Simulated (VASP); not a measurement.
# Mo6H (P4/mmm) in VASP: further runs

Runs on Mo6H. Level: PBE. Tasks: single point.

Everything below comes from runs of VASP 6.6.1. Logs are shortened: lines on timing, memory, paths and dates and some standing lists are left out, and cuts for length are marked.

**1. The cell of the first run**

It takes space group P4/mmm (No. 123, tetragonal). The conventional cell has a = 3.137 Å, b = 3.137 Å, c = 9.924 Å, α = 90.00°, β = 90.00°, γ = 90.00°. Within 2.5 Å of H (site symmetry 4/mmm) lie 6 Mo at 1.86 to 2.22 Å. Mo (site symmetry 4mm) has 1 H at 1.86 Å within 2.5 Å. Within 2.9 Å of Mo (site symmetry 4/mmm) lie 4 H at 2.22 Å and 8 Mo at 2.90 Å. Mo (site symmetry 4mm) has 14 Mo at 2.68 to 3.37 Å within 3.5 Å. Mo (site symmetry 4/mmm) has 14 Mo at 2.73 to 3.14 Å within 3.6 Å.

**2. Single point, PBE**

Contents of INCAR:

```
SYSTEM = Mo6H
ALGO = Normal
EDIFF = 1E-7
ENCUT = 520
GGA = PE
ISIF = 2
ISMEAR = 0
LASPH = .TRUE.
LCHARG = .TRUE.
LELF = .TRUE.
LREAL = .FALSE.
LVHAR = .TRUE.
LWAVE = .FALSE.
NBANDS = 52
NELM = 60
PREC = Accurate
SIGMA = 0.2
```

Contents of KPOINTS:

```
k-points
0
G
  5 5 2
  0 0 0
```

Contents of POSCAR:

```
Mo6H
1.0
    3.1369916440      0.0000000000      0.0000000000
    0.0000000000      3.1369916440      0.0000000000
    0.0000000000      0.0000000000      9.9244795141
H Mo
1 6
Direct
    0.5000000000      0.5000000000      0.0000000000
    0.5000000000      0.5000000000      0.1878575083
    0.5000000000      0.5000000000      0.8121424917
    0.0000000000      0.0000000000      0.0000000000
    0.0000000000      0.0000000000      0.6607539286
    0.0000000000      0.0000000000      0.3392460714
    0.5000000000      0.5000000000      0.5000000000
```

Potentials or basis: VASP PAW PBE potentials, release 64 (H, Mo_sv).

Run with:

```sh
> cat potpaw_PBE.64/H/POTCAR potpaw_PBE.64/Mo_sv/POTCAR > POTCAR
> mpirun -np 1 vasp_std > vasp.out
```

OUTCAR:

```text
SYSTEM = Mo6H
   EDIFF = 1E-7
   ENCUT = 520
   GGA = PE
   ISIF = 2
   ISMEAR = 0
   LASPH = .TRUE.
   LREAL = .FALSE.
   NELM = 60
   PREC = Accurate

 ion  position               nearest neighbor table
   1  0.500  0.500  0.000-   2 1.86   3 1.86
   2  0.500  0.500  0.188-   1 1.86   6 2.68   6 2.68   6 2.68   6 2.68   4 2.90   4 2.90   4 2.90
                             4 2.90   7 3.10
   3  0.500  0.500  0.812-   1 1.86   5 2.68   5 2.68   5 2.68   5 2.68   4 2.90   4 2.90   4 2.90
                             4 2.90   7 3.10
   4  0.000  0.000  0.000-   2 2.90   3 2.90   2 2.90   3 2.90   2 2.90   3 2.90   2 2.90   3 2.90
                             5 3.37   6 3.37
   5  0.000  0.000  0.661-   3 2.68   3 2.68   3 2.68   3 2.68   7 2.73   7 2.73   7 2.73   7 2.73
                             6 3.19   4 3.37
   6  0.000  0.000  0.339-   2 2.68   2 2.68   2 2.68   2 2.68   7 2.73   7 2.73   7 2.73   7 2.73
                             5 3.19   4 3.37
   7  0.500  0.500  0.500-   5 2.73   6 2.73   5 2.73   6 2.73   5 2.73   6 2.73   5 2.73   6 2.73
                             2 3.10   3 3.10

  LATTYP: Found a simple tetragonal cell.
 ALAT       =     3.1369916440
 C/A-ratio  =     3.1636933216

  Lattice vectors:

 A1 = (   3.1369916440,   0.0000000000,   0.0000000000)
 A2 = (   0.0000000000,   3.1369916440,   0.0000000000)
 A3 = (   0.0000000000,   0.0000000000,   9.9244795141)

Analysis of symmetry for initial positions (statically):
=====================================================================
 Subroutine PRICEL returns:
 Original cell was already a primitive cell.

 Routine SETGRP: Setting up the symmetry group for a
 simple tetragonal supercell.

 Subroutine GETGRP returns: Found 16 space group operations
 (whereof 16 operations were pure point group operations)
 out of a pool of 16 trial point group operations.

The static configuration has the point symmetry D_4h.

Analysis of symmetry for dynamics (positions and initial velocities):
=====================================================================
 Subroutine PRICEL returns:
 Original cell was already a primitive cell.

 Routine SETGRP: Setting up the symmetry group for a
 simple tetragonal supercell.

 Subroutine GETGRP returns: Found 16 space group operations
 (whereof 16 operations were pure point group operations)
 out of a pool of 16 trial point group operations.

The dynamic configuration has the point symmetry D_4h.

 Subroutine INISYM returns: Found 16 space group operations
 (whereof 16 operations are pure point group operations),
 and found     1 'primitive' translations

----------------------------------------------------------------------------------------

                                     Primitive cell

  volume of cell :      97.6640

  direct lattice vectors                    reciprocal lattice vectors
     3.136991644  0.000000000  0.000000000     0.318776750  0.000000000  0.000000000
     0.000000000  3.136991644  0.000000000     0.000000000  0.318776750  0.000000000
     0.000000000  0.000000000  9.924479514     0.000000000  0.000000000  0.100760952

  length of vectors
     3.136991644  3.136991644  9.924479514     0.318776750  0.318776750  0.100760952

  position of ions in fractional coordinates (direct lattice)
     0.500000000  0.500000000  0.000000000
     0.500000000  0.500000000  0.187857508
     0.500000000  0.500000000  0.812142492
     0.000000000  0.000000000  0.000000000
     0.000000000  0.000000000  0.660753929
     0.000000000  0.000000000  0.339246071
     0.500000000  0.500000000  0.500000000

  ion indices of the primitive-cell ions
   primitive index   ion index
                 1           1
                 2           2
                 3           3
                 4           4
                 5           5
                 6           6
                 7           7

----------------------------------------------------------------------------------------

 KPOINTS: k-points

Automatic generation of k-mesh.
 Grid dimensions read from file:
 generate k-points for:    5    5    2

 Generating k-lattice:

  Cartesian coordinates                     Fractional coordinates (reciprocal lattice)
     0.063755350  0.000000000  0.000000000     0.200000000  0.000000000  0.000000000
     0.000000000  0.063755350  0.000000000     0.000000000  0.200000000  0.000000000
     0.000000000  0.000000000  0.050380476     0.000000000  0.000000000  0.500000000

  Length of vectors
     0.063755350  0.063755350  0.050380476

  Shift w.r.t. Gamma in fractional coordinates (k-lattice)
     0.000000000  0.000000000  0.000000000

 Subroutine IBZKPT returns following result:
 ===========================================

 Found     12 irreducible k-points:

 Following reciprocal coordinates:
            Coordinates               Weight
  0.000000  0.000000  0.000000      1.000000
  0.200000  0.000000  0.000000      4.000000
  0.400000  0.000000  0.000000      4.000000
  0.200000  0.200000  0.000000      4.000000
  0.400000  0.200000  0.000000      8.000000
  0.400000  0.400000  0.000000      4.000000
  0.000000  0.000000  0.500000      1.000000
  0.200000  0.000000  0.500000      4.000000
  0.400000  0.000000  0.500000      4.000000
  0.200000  0.200000  0.500000      4.000000
  0.400000  0.200000  0.500000      8.000000
  0.400000  0.400000  0.500000      4.000000
   k-points           NKPTS =     12   k-points in BZ     NKDIM =     12   number of bands    NBANDS=     52
   number of dos      NEDOS =    301   number of ions     NIONS =      7
   total plane-waves  NPLWV =  46080
   dimension x,y,z NGX =    24 NGY =   24 NGZ =   80
   dimension x,y,z NGXF=    48 NGYF=   48 NGZF=  160
   ions per type =               1   6
   NGX,Y,Z   is equivalent  to a cutoff of  12.72, 12.72, 13.40 a.u.
   NGXF,Y,Z  is equivalent  to a cutoff of  25.44, 25.44, 26.80 a.u.
 SYSTEM =  Mo6H
   PREC   = accura    normal or accurate (medium, high low for compatibility)
   ISTART =      0    job   : 0-new  1-cont  2-samecut
   ICHARG =      2    charge: 1-file 2-atom 10-const
   ISPIN  =      1    spin polarized calculation?
   LNONCOLLINEAR =      F non collinear calculations
   LSORBIT =      F    spin-orbit coupling
   LASPH  =      T    aspherical Exc in radial PAW
   ENCUT  =  520.0 eV  38.22 Ry    6.18 a.u.   5.83  5.83 18.45*2*pi/ulx,y,z
   NELM   =     60;   NELMIN=  2; NELMDL= -5     # of ELM steps
   EDIFF  = 0.1E-06   stopping-criterion for ELM
   LREAL  =      F    real-space projection
   EDIFFG = 0.1E-05   stopping-criterion for IOM
   NSW    =      0    number of steps for IOM
   IBRION =     -1    ionic relax: 0-MD 1-quasi-New 2-CG
   NFREE  =      0    steps in history (QN), initial steepest desc. (CG)
   ISIF   =      2    stress and relaxation
   ISYM   =      2    0-nonsym 1-usesym 2-fastsym
   POTIM  = 0.5000    time-step for ionic-motion
   TEBEG  =    0.0;   TEEND  =   0.0 temperature during run
   PSTRESS=    0.0 pullay stress
   NELECT =      85.0000    total number of electrons
   NUPDOWN=      -1.0000    fix difference up-down
   EMIN   =  10.00;   EMAX   =-10.00  energy-range for DOS
   EFERMI =   0.00;   METHOD = LEGACY
   ISMEAR =     0;   SIGMA  =   0.20  broadening in eV -4-tet -1-fermi 0-gaus
   EFERMI_NEDOS =   21; number of points for ismear=-14 and -15
   IALGO  =     38    algorithm
   IMIX   =      4    mixing-type and parameters
     AMIX     =   0.40;   BMIX     =  1.00
     AMIX_MAG =   1.60;   BMIX_MAG =  1.00
  volume/ion in A,a.u.               =      13.95        94.15
  Fermi-wavevector in a.u.,A,eV,Ry     =   1.563038  2.953714 33.240245  2.443089
  Thomas-Fermi vector in A             =   2.665868
   LORBIT       =      0    0 simple, 1 ext, 2 COOP (PROOUT), +10 PAW based schemes
   GGA     = PE    functional components
   LHFCALC =     F    Hartree Fock is set to
   AEXX    =    0.0000 exact exchange contribution
   IVDW    =     0    specifies the selected vdW correction
   LEPSILON=     F    determine dielectric tensor
   LRPA    =     F    only Hartree local field effects (RPA)
 non-spin polarized calculation
 Gauss-broadening in eV      SIGMA  =   0.20
  energy-cutoff  :      520.00
  volume of cell :       97.66
 maximum number of plane-waves:      2642
 NGX is ok and might be reduce to    24
   NGX = 11   NGY = 11   NGZ = 37

 number of electron      85.0000002 magnetization

 Free energy of the ion-electron system (eV)
  ---------------------------------------------------
  ext. energy  EPLUGINS =         0.00000000
  ---------------------------------------------------
  free energy    TOTEN  =       -68.30469603 eV

  energy without entropy =      -68.19406327  energy(sigma->0) =      -68.24937965

 E-fermi :  12.1502     XC(G=0): -13.2530

 val. band max:       12.1432683126   @ k =   0.4000   0.0000   0.0000
 cond. band min:      12.1579879208   @ k =   0.4000   0.2000   0.5000
 fundamental gap:      0.0147196082
 Fermi energy:        12.1502142437

 k-point     1 :       0.0000    0.0000    0.0000
  band No.  band energies     occupation
      1     -49.1284      2.00000
      2     -49.0648      2.00000
      3     -48.9925      2.00000
      4     -48.8676      2.00000
      5     -48.7159      2.00000
      6     -48.6658      2.00000
[... 44 lines left out ...]
     51      13.5417      0.00000
     52      13.8634      0.00000

 k-point     2 :       0.2000    0.0000    0.0000
  band No.  band energies     occupation
      1     -49.0963      2.00000
      2     -49.0377      2.00000
      3     -48.9589      2.00000
      4     -48.8650      2.00000
      5     -48.7347      2.00000
      6     -48.6991      2.00000
[... 44 lines left out ...]
     51      13.7054      0.00000
     52      14.1278      0.00000
[... 493 lines left out ...]
     51      14.5001      0.00000
     52      14.5779      0.00000

 k-point    12 :       0.4000    0.4000    0.5000
  band No.  band energies     occupation
      1     -49.0354      2.00000
      2     -48.9013      2.00000
      3     -48.8305      2.00000
      4     -48.8287      2.00000
      5     -48.8054      2.00000
      6     -48.8004      2.00000
[... 44 lines left out ...]
     51      14.4638      0.00000
     52      14.5345      0.00000

------------------------ aborting loop because EDIFF is reached ----------------------------------------

  FORCE on cell =-STRESS in cart. coord.  units (eV):
  Direction    XX          YY          ZZ          XY          YZ          ZX
  --------------------------------------------------------------------------------------
  -------------------------------------------------------------------------------------
  Total        0.3802498      0.3802498      0.3960517      0.0000000      0.0000000      0.0000000
  in kB        6.2379956      6.2379956      6.4972263      0.0000000      0.0000000      0.0000000
  external PRESSURE =       6.3244058 kB  Pullay stress =       0.0000000 kB

 VOLUME and BASIS-vectors are now :
 -----------------------------------------------------------------------------
  energy-cutoff  :      520.00
  volume of cell :       97.66
      direct lattice vectors                 reciprocal lattice vectors
     3.136991644  0.000000000  0.000000000     0.318776750  0.000000000  0.000000000
     0.000000000  3.136991644  0.000000000     0.000000000  0.318776750  0.000000000
     0.000000000  0.000000000  9.924479514     0.000000000  0.000000000  0.100760952

 POSITION                                       TOTAL-FORCE (eV/Angst)
 -----------------------------------------------------------------------------------
      1.56850      1.56850      0.00000         0.000000      0.000000      0.000000
      1.56850      1.56850      1.86439         0.000000     -0.000000     -0.027856
      1.56850      1.56850      8.06009        -0.000000      0.000000      0.027856
      0.00000      0.00000      0.00000         0.000000      0.000000      0.000000
      0.00000      0.00000      6.55764         0.000000      0.000000     -0.040955
      0.00000      0.00000      3.36684         0.000000      0.000000      0.040955
      1.56850      1.56850      4.96224         0.000000      0.000000      0.000000
 -----------------------------------------------------------------------------------
    total drift:                                0.000000     -0.000000      0.000000

  FREE ENERGIE OF THE ION-ELECTRON SYSTEM (eV)
  ---------------------------------------------------
  free  energy   TOTEN  =       -68.3046960325 eV

  energy  without entropy=      -68.1940632654  energy(sigma->0) =      -68.24937965
```

It took 33 s on 1 thread of Intel Xeon 6975P-C (Granite Rapids), shared host; peak memory 0.21 GiB.

Results:

```yaml
Free_energy: -68.3047 eV
Pressure: 0.6 GPa
Largest_force: 0.041 eV/Å
```

Forces on the atoms (eV/Å):
```
H    0.000  0.000  0.000
Mo   0.000  0.000 -0.028
Mo   0.000  0.000  0.028
Mo   0.000  0.000  0.000
Mo   0.000  0.000 -0.041
Mo   0.000  0.000  0.041
Mo   0.000  0.000  0.000
```

Caveat: the k points lie up to 0.40 Å⁻¹ apart.

**3. Single point, PBE**

Contents of INCAR:

```
SYSTEM = Mo6H
ALGO     = Normal         ! electronic algorithm
EDIFF    = 1E-7           ! SCF threshold, eV
ENCUT    = 520            ! plane-wave cutoff, eV
GGA      = PE             ! functional
ISIF     = 2              ! what is computed and relaxed
ISMEAR   = 0              ! smearing method
LASPH    = .True.         ! aspherical terms in the spheres
LCHARG   = .True.         ! write CHGCAR
LELF     = .True.         ! ELF
LREAL    = .False.        ! projectors in reciprocal space
LVHAR    = .True.       
LWAVE    = .False.        ! write WAVECAR
NBANDS   = 52             ! bands
NELM     = 80             ! most SCF steps
PREC     = Accurate       ! precision mode
SIGMA    = 0.2            ! smearing width, eV
```

Contents of KPOINTS:

```
k-points
0
Gamma
  8 8 2
  0 0 0
```

Contents of POSCAR:

```
Mo6H
1.0
    3.1365138957      0.0000000000      0.0000000000
    0.0000000000      3.1365138957      0.0000000000
    0.0000000000      0.0000000000      9.9110986088
H Mo
1 6
Direct
    0.5000000000      0.5000000000      0.0000000000
    0.5000000000      0.5000000000      0.1865173826
    0.5000000000      0.5000000000      0.8134826174
    0.0000000000      0.0000000000      0.0000000000
    0.0000000000      0.0000000000      0.6608768137
    0.0000000000      0.0000000000      0.3391231863
    0.5000000000      0.5000000000      0.5000000000
```

Potentials or basis: VASP PAW PBE potentials, release 64 (H, Mo_sv).

Run with:

```sh
> cat potpaw_PBE.64/H/POTCAR potpaw_PBE.64/Mo_sv/POTCAR > POTCAR
> mpirun -np 1 vasp_std > vasp.out
```

It took 72 s on 1 thread of Intel Xeon 6975P-C (Granite Rapids), shared host; peak memory 0.26 GiB.

The run converged. Its results:

```yaml
Free_energy: -68.3574 eV
Pressure: 0.7 GPa
Largest_force: 0.080 eV/Å
```

Forces in eV/Å, atoms in the order of the input:
```
H    0.000  0.000  0.000
Mo   0.000  0.000  0.080
Mo   0.000  0.000 -0.080
Mo   0.000  0.000  0.000
Mo   0.000  0.000  0.062
Mo   0.000  0.000 -0.062
Mo   0.000  0.000  0.000
```

Levels at points of the mesh, in eV from the Fermi level:
```
           k point  band 38  band 39  band 40  band 41  band 42  band 43  band 44  band 45  band 46  band 47
(0.00, 0.00, 0.00)    -1.20    -1.17    -1.17    -1.17    -0.63    -0.39     0.22     0.79     0.79     0.81
(0.50, 0.00, 0.00)    -1.61    -1.23    -0.77    -0.66    -0.51    -0.37    -0.24     0.74     0.76     0.78
(0.50, 0.50, 0.00)    -1.44    -1.23    -1.23     1.45     1.57     1.57     1.72     1.90     1.96     2.24
(0.00, 0.00, 0.50)    -1.39    -1.10    -0.65    -0.56    -0.56    -0.41    -0.41     0.24     0.89     0.94
(0.50, 0.00, 0.50)    -1.84    -1.62    -1.36    -0.77    -0.19    -0.01     0.21     0.51     1.27     1.38
(0.50, 0.50, 0.50)    -2.49     0.27     0.27     0.38     0.38     1.38     1.88     1.89     1.95     2.10
```
